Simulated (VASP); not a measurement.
# MgO (P6_3mc) in VASP: a series of runs

Runs on MgO. Level: PBEsol. Tasks: single point.

Program: VASP 6.6.1. These are calculated values, not measurements. Logs are shortened: lines on timing, memory, paths and dates and some standing lists are left out, and cuts for length are marked.

### 1 The cell of the first run

Symmetry: P6_3mc, No. 186, hexagonal system. The conventional cell has a = 3.419 Å, b = 3.419 Å, c = 5.220 Å, α = 90.00°, β = 90.00°, γ = 120.00°. Within 2.7 Å of Mg (site symmetry 3m) lie 4 O at 2.05 to 2.07 Å. O (site symmetry 3m) has 4 Mg at 2.05 to 2.07 Å within 2.7 Å.

### 2 Single point, PBEsol

INCAR reads:

```
SYSTEM = MgO
PREC     = Accurate       ! precision mode
ENCUT    = 520            ! plane-wave cutoff, eV
EDIFF    = 1E-7           ! SCF threshold, eV
ISMEAR   = 0              ! smearing method
SIGMA    = 0.05           ! smearing width, eV
LREAL    = .False.        ! projectors in reciprocal space
LASPH    = .True.         ! aspherical terms in the spheres
NELM     = 100            ! most SCF steps
ALGO     = Normal         ! electronic algorithm
ISIF     = 2              ! what is computed and relaxed
LWAVE    = .False.        ! write WAVECAR
LCHARG   = .False.        ! write CHGCAR
GGA      = PS             ! functional
NBANDS   = 16             ! bands
```

KPOINTS reads:

```
regular mesh
0
Gamma
  9 9 6
  0 0 0
```

POSCAR reads:

```
MgO
1.0
    3.4191000000      0.0000000000      0.0000000000
   -1.7095500000      2.9610274581      0.0000000000
    0.0000000000      0.0000000000      5.2202000000
Mg O
2 2
Direct
    0.3333333333      0.6666666667      0.0036583380
    0.6666666667      0.3333333333      0.5036583380
    0.3333333333      0.6666666667      0.4009416620
    0.6666666667      0.3333333333      0.9009416620
```

Potentials or basis: VASP PAW PBE potentials, release 64 (Mg, O).

Started as:

```
$ cat potpaw_PBE.64/Mg/POTCAR potpaw_PBE.64/O/POTCAR > POTCAR
$ mpirun -np 1 vasp_std > vasp.out
```

OUTCAR:

```text
SYSTEM = MgO
   PREC = Accurate
   ENCUT = 520
   EDIFF = 1E-7
   ISMEAR = 0
   LREAL = .False.
   LASPH = .True.
   NELM = 100
   ISIF = 2
   GGA = PS

 ion  position               nearest neighbor table
   1  0.333  0.667  0.004-   4 2.05   4 2.05   4 2.05   3 2.07   2 3.27   2 3.27   2 3.27   2 3.27
                             2 3.27   2 3.27
   2  0.667  0.333  0.504-   3 2.05   3 2.05   3 2.05   4 2.07   1 3.27   1 3.27   1 3.27   1 3.27
                             1 3.27   1 3.27
   3  0.333  0.667  0.401-   2 2.05   2 2.05   2 2.05   1 2.07
   4  0.667  0.333  0.901-   1 2.05   1 2.05   1 2.05   2 2.07

  LATTYP: Found a hexagonal cell.
 ALAT       =     3.4191000000
 C/A-ratio  =     1.5267760522

  Lattice vectors:

 A1 = (   3.4191000000,   0.0000000000,   0.0000000000)
 A2 = (  -1.7095500000,   2.9610274581,   0.0000000000)
 A3 = (   0.0000000000,   0.0000000000,   5.2202000000)

Analysis of symmetry for initial positions (statically):
=====================================================================
 Subroutine PRICEL returns:
 Original cell was already a primitive cell.

 Routine SETGRP: Setting up the symmetry group for a
 hexagonal supercell.

 Subroutine GETGRP returns: Found 12 space group operations
 (whereof  6 operations were pure point group operations)
 out of a pool of 24 trial point group operations.

The static configuration has the point symmetry C_3v.
 The point group associated with its full space group is C_6v.

Analysis of symmetry for dynamics (positions and initial velocities):
=====================================================================
 Subroutine PRICEL returns:
 Original cell was already a primitive cell.

 Routine SETGRP: Setting up the symmetry group for a
 hexagonal supercell.

 Subroutine GETGRP returns: Found 12 space group operations
 (whereof  6 operations were pure point group operations)
 out of a pool of 24 trial point group operations.

The dynamic configuration has the point symmetry C_3v.
 The point group associated with its full space group is C_6v.

 Subroutine INISYM returns: Found 12 space group operations
 (whereof  6 operations are pure point group operations),
 and found     1 'primitive' translations

----------------------------------------------------------------------------------------

                                     Primitive cell

  volume of cell :      52.8496

  direct lattice vectors                    reciprocal lattice vectors
     3.419100000  0.000000000  0.000000000     0.292474628  0.168860305  0.000000000
    -1.709550000  2.961027458  0.000000000     0.000000000  0.337720610  0.000000000
     0.000000000  0.000000000  5.220200000     0.000000000  0.000000000  0.191563542

  length of vectors
     3.419100000  3.419100000  5.220200000     0.337720610  0.337720610  0.191563542

  position of ions in fractional coordinates (direct lattice)
     0.333333333  0.666666667  0.003658338
     0.666666667  0.333333333  0.503658338
     0.333333333  0.666666667  0.400941662
     0.666666667  0.333333333  0.900941662

  ion indices of the primitive-cell ions
   primitive index   ion index
                 1           1
                 2           2
                 3           3
                 4           4

----------------------------------------------------------------------------------------

 KPOINTS: regular mesh

Automatic generation of k-mesh.
 Grid dimensions read from file:
 generate k-points for:    9    9    6

 Generating k-lattice:

  Cartesian coordinates                     Fractional coordinates (reciprocal lattice)
     0.032497181  0.018762256  0.000000000     0.111111111  0.000000000  0.000000000
     0.000000000  0.037524512  0.000000000     0.000000000  0.111111111  0.000000000
     0.000000000  0.000000000  0.031927257     0.000000000  0.000000000  0.166666667

  Length of vectors
     0.037524512  0.037524512  0.031927257

  Shift w.r.t. Gamma in fractional coordinates (k-lattice)
     0.000000000  0.000000000  0.000000000

 Subroutine IBZKPT returns following result:
 ===========================================

 Found     48 irreducible k-points:

 Following reciprocal coordinates:
            Coordinates               Weight
  0.000000  0.000000  0.000000      1.000000
  0.111111  0.000000  0.000000      6.000000
  0.222222  0.000000  0.000000      6.000000
  0.333333  0.000000  0.000000      6.000000
  0.444444  0.000000  0.000000      6.000000
  0.111111  0.111111  0.000000      6.000000
[... 16 lines left out ...]
  0.333333  0.222222  0.166667     24.000000
  0.333333  0.333333  0.166667      4.000000
 [... further k-points ...]
   k-points           NKPTS =     48   k-points in BZ     NKDIM =     48   number of bands    NBANDS=     16
   number of dos      NEDOS =    301   number of ions     NIONS =      4
   total plane-waves  NPLWV =  31360
   dimension x,y,z NGX =    28 NGY =   28 NGZ =   40
   dimension x,y,z NGXF=    56 NGYF=   56 NGZF=   80
   ions per type =               2   2
   NGX,Y,Z   is equivalent  to a cutoff of  13.61, 13.61, 12.74 a.u.
   NGXF,Y,Z  is equivalent  to a cutoff of  27.23, 27.23, 25.48 a.u.
 SYSTEM =  MgO
   PREC   = accura    normal or accurate (medium, high low for compatibility)
   ISTART =      0    job   : 0-new  1-cont  2-samecut
   ICHARG =      2    charge: 1-file 2-atom 10-const
   ISPIN  =      1    spin polarized calculation?
   LNONCOLLINEAR =      F non collinear calculations
   LSORBIT =      F    spin-orbit coupling
   LASPH  =      T    aspherical Exc in radial PAW
   ENCUT  =  520.0 eV  38.22 Ry    6.18 a.u.   6.36  6.36  9.71*2*pi/ulx,y,z
   NELM   =    100;   NELMIN=  2; NELMDL= -5     # of ELM steps
   EDIFF  = 0.1E-06   stopping-criterion for ELM
   LREAL  =      F    real-space projection
   EDIFFG = 0.1E-05   stopping-criterion for IOM
   NSW    =      0    number of steps for IOM
   IBRION =     -1    ionic relax: 0-MD 1-quasi-New 2-CG
   NFREE  =      0    steps in history (QN), initial steepest desc. (CG)
   ISIF   =      2    stress and relaxation
   ISYM   =      2    0-nonsym 1-usesym 2-fastsym
   POTIM  = 0.5000    time-step for ionic-motion
   TEBEG  =    0.0;   TEEND  =   0.0 temperature during run
   PSTRESS=    0.0 pullay stress
   NELECT =      16.0000    total number of electrons
   NUPDOWN=      -1.0000    fix difference up-down
   EMIN   =  10.00;   EMAX   =-10.00  energy-range for DOS
   EFERMI =   0.00;   METHOD = LEGACY
   ISMEAR =     0;   SIGMA  =   0.05  broadening in eV -4-tet -1-fermi 0-gaus
   EFERMI_NEDOS =   21; number of points for ismear=-14 and -15
   IALGO  =     38    algorithm
   IMIX   =      4    mixing-type and parameters
     AMIX     =   0.40;   BMIX     =  1.00
     AMIX_MAG =   1.60;   BMIX_MAG =  1.00
  volume/ion in A,a.u.               =      13.21        89.16
  Fermi-wavevector in a.u.,A,eV,Ry     =   1.099262  2.077303 16.440953  1.208376
  Thomas-Fermi vector in A             =   2.235653
   LORBIT       =      0    0 simple, 1 ext, 2 COOP (PROOUT), +10 PAW based schemes
   GGA     = PS    functional components
   LHFCALC =     F    Hartree Fock is set to
   AEXX    =    0.0000 exact exchange contribution
   IVDW    =     0    specifies the selected vdW correction
   LEPSILON=     F    determine dielectric tensor
   LRPA    =     F    only Hartree local field effects (RPA)
 non-spin polarized calculation
 Gauss-broadening in eV      SIGMA  =   0.05
  energy-cutoff  :      520.00
  volume of cell :       52.85
 maximum number of plane-waves:      1443
 NGX is ok and might be reduce to    28
   NGX = 13   NGY = 13   NGZ = 19

 number of electron      16.0000005 magnetization

 Free energy of the ion-electron system (eV)
  ---------------------------------------------------
  ext. energy  EPLUGINS =         0.00000000
  ---------------------------------------------------
  free energy    TOTEN  =       -24.35077753 eV

  energy without entropy =      -24.35077753  energy(sigma->0) =      -24.35077753

 E-fermi :   0.6907     XC(G=0):  -9.4942

 val. band max:        0.4118741649   @ k =   0.0000   0.0000   0.0000
 cond. band min:       3.2197839809   @ k =   0.0000   0.0000   0.0000
 fundamental gap:      2.8079098160
 Fermi energy:         0.6907044597

 k-point     1 :       0.0000    0.0000    0.0000
  band No.  band energies     occupation
      1     -15.3993      2.00000
      2     -14.7643      2.00000
      3      -2.5696      2.00000
      4      -0.2478      2.00000
      5      -0.2478      2.00000
      6       0.0567      2.00000
[... 8 lines left out ...]
     15      15.6837      0.00000
     16      15.6837      0.00000

 k-point     2 :       0.1111    0.0000    0.0000
  band No.  band energies     occupation
      1     -15.3492      2.00000
      2     -14.7470      2.00000
      3      -2.4582      2.00000
      4      -0.5359      2.00000
      5      -0.3220      2.00000
      6      -0.3095      2.00000
[... 8 lines left out ...]
     15      15.4616      0.00000
     16      15.8493      0.00000

 k-point     3 :       0.2222    0.0000    0.0000
  band No.  band energies     occupation
      1     -15.2147      2.00000
      2     -14.7076      2.00000
      3      -2.1439      2.00000
      4      -1.2897      2.00000
      5      -0.8366      2.00000
      6      -0.4814      2.00000
[... 8 lines left out ...]
     15      14.2723      0.00000
     16      14.8607      0.00000

 k-point     4 :       0.3333    0.0000    0.0000
  band No.  band energies     occupation
      1     -15.0419      2.00000
      2     -14.6773      2.00000
      3      -1.9828      2.00000
      4      -1.6875      2.00000
      5      -1.3031      2.00000
      6      -0.6374      2.00000
[... 8 lines left out ...]
     15      14.0059      0.00000
     16      14.8459      0.00000
[... 324 lines left out ...]
 k-point    22 :       0.2222    0.2222    0.1667
  band No.  band energies     occupation
      1     -14.9370      2.00000
      2     -14.6905      2.00000
      3      -1.9965      2.00000
      4      -1.8506      2.00000
      5      -0.9701      2.00000
      6      -0.9174      2.00000
[... 8 lines left out ...]
     15      12.9647      0.00000
     16      15.5981      0.00000

 k-point    23 :       0.3333    0.2222    0.1667
  band No.  band energies     occupation
      1     -14.8216      2.00000
      2     -14.7004      2.00000
      3      -2.1619      2.00000
      4      -1.7066      2.00000
      5      -1.3000      2.00000
      6      -0.7228      2.00000
[... 8 lines left out ...]
     15      12.9424      0.00000
     16      15.4386      0.00000

 k-point    24 :       0.3333    0.3333    0.1667
  band No.  band energies     occupation
      1     -14.7427      2.00000
      2     -14.7427      2.00000
      3      -1.9937      2.00000
      4      -1.6074      2.00000
      5      -1.6074      2.00000
      6      -0.8684      2.00000
[... 8 lines left out ...]
     15      13.0090      0.00000
     16      16.1759      0.00000

 [... further k-points ...]
[... 5 lines left out ...]
  --------------------------------------------------------------------------------------
  -------------------------------------------------------------------------------------
  Total       -3.6759565     -3.6759565     -3.3740494      0.0000000      0.0000000     -0.0000000
  in kB     -111.4396063   -111.4396063   -102.2870458      0.0000000      0.0000000     -0.0000000
  external PRESSURE =    -108.3887528 kB  Pullay stress =       0.0000000 kB

 VOLUME and BASIS-vectors are now :
 -----------------------------------------------------------------------------
  energy-cutoff  :      520.00
  volume of cell :       52.85
      direct lattice vectors                 reciprocal lattice vectors
     3.419100000  0.000000000  0.000000000     0.292474628  0.168860305  0.000000000
    -1.709550000  2.961027458  0.000000000     0.000000000  0.337720610  0.000000000
     0.000000000  0.000000000  5.220200000     0.000000000  0.000000000  0.191563542

 POSITION                                       TOTAL-FORCE (eV/Angst)
 -----------------------------------------------------------------------------------
     -0.00000      1.97402      0.01910        -0.000000      0.000000      0.110287
      1.70955      0.98701      2.62920        -0.000000     -0.000000      0.110287
     -0.00000      1.97402      2.09300         0.000000     -0.000000     -0.110287
      1.70955      0.98701      4.70310        -0.000000     -0.000000     -0.110287
 -----------------------------------------------------------------------------------
    total drift:                               -0.000000      0.000000     -0.000139

  FREE ENERGIE OF THE ION-ELECTRON SYSTEM (eV)
  ---------------------------------------------------
  free  energy   TOTEN  =       -24.3507775348 eV

  energy  without entropy=      -24.3507775348  energy(sigma->0) =      -24.35077753
```

It took 16 s on 1 thread of Intel Xeon 6975P-C (Granite Rapids), shared host; peak memory 0.19 GiB.

Results:

| Quantity | Value |
| --- | --- |
| Free energy | -24.3508 eV |
| Pressure | -10.8 GPa |
| Largest force | 0.110 eV/Å |
| Band gap on the k mesh | 2.81 eV, direct |

Forces on the atoms (eV/Å):
```
Mg   0.000  0.000  0.110
Mg   0.000  0.000  0.110
O    0.000  0.000 -0.110
O    0.000  0.000 -0.110
```

Caveat: the PAW data sets were made with another functional, which shifts forces and pressure a little.

(Continued in part 2 of 2.)
